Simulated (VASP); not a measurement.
BaTe:

```xyz
2
Lattice="0.0000 3.4100 3.4100 3.4100 0.0000 3.4100 3.4100 3.4100 0.0000" Properties=species:S:1:pos:R:3 pbc="T T T"
Ba    0.0000    0.0000    0.0000
Te    3.4100    3.4100    3.4100
```

Base run:

```yaml
Program: VASP 6.6.1
Functional: PBE-based screened hybrid with 10 % exact exchange
Potentials_or_basis: VASP PAW PBE potentials, release 64 (Ba_sv, Te)
Cutoff: 520 eV
k_mesh: 4 × 4 × 4
Occupations: fermi-dirac, width 0.05 eV
Spin: no spin polarisation
```

Its results: band gap on the k mesh 1.60 eV (least direct gap 2.00 eV); pressure 4.2 GPa.

Problem. The run is repeated on the same cell with these changes: functional from PBE-based screened hybrid with 10 % exact exchange to PBE-based screened hybrid with 15 % exact exchange; share of exact exchange from 0.1 to 0.15. What comes out?

Solution. Band gap on the k mesh 1.75 eV (least direct gap 2.16 eV); pressure 4.1 GPa.

Caveats: the cell stands under pressure; the PAW data sets were made with another functional, which shifts forces and pressure a little; spin-orbit coupling is left out, which moves the levels of the heavy elements.

A k mesh can miss the band edges.
